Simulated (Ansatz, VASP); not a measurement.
# One calculation of Zn3Cd2S5, two programs

```
Zn Cd S
1.0
    -1.98111    1.98111   14.24050
     1.98111   -1.98111   14.24050
     1.98111    1.98111  -14.24050
Zn Cd S
3 2 5
Direct
  0.90766 0.90766 0.00000
  0.50000 0.50000 0.00000
  0.09234 0.09234 0.00000
  0.69422 0.69422 0.00000
  0.30578 0.30578 0.00000
  0.54615 0.04615 0.50000
  0.13815 0.63815 0.50000
  0.75000 0.25000 0.50000
  0.36185 0.86185 0.50000
  0.95385 0.45385 0.50000
```

Alike in both runs: functional PBE; k mesh 6 × 6 × 6; occupations gaussian, width 0.1 eV; no spin polarisation.

Ansatz relaxed the structure, and its values are those at the end. VASP's run is a single point on that final structure, the one shown.

|  | VASP | Ansatz |
| --- | --- | --- |
| version | VASP 6.6.1 | Ansatz 0.2.0 |
| potentials or method | VASP PAW PBE potentials, release 64 (Zn, Cd, S), cutoff 520 eV | scalar-relativistic, plane waves, PAW |
| valence electrons in the cell | 90 | 106 |

```csv
,VASP,Ansatz,Ansatz less VASP
gap on the k mesh at the Fermi level (eV),1.45,1.45,-0.005
least direct gap on the mesh (eV),1.45,1.45,-0.005
pressure (GPa),0.3,0.0,-0.23
rms of the force components (eV/Å),0.006,0.002,-0.0038
```

With one functional, cell and mesh, what is left measures potentials, basis and numerics. VASP's potentials hold 90 valence electrons a cell and Ansatz's 106, so a difference there can come from the potentials and not from the codes.
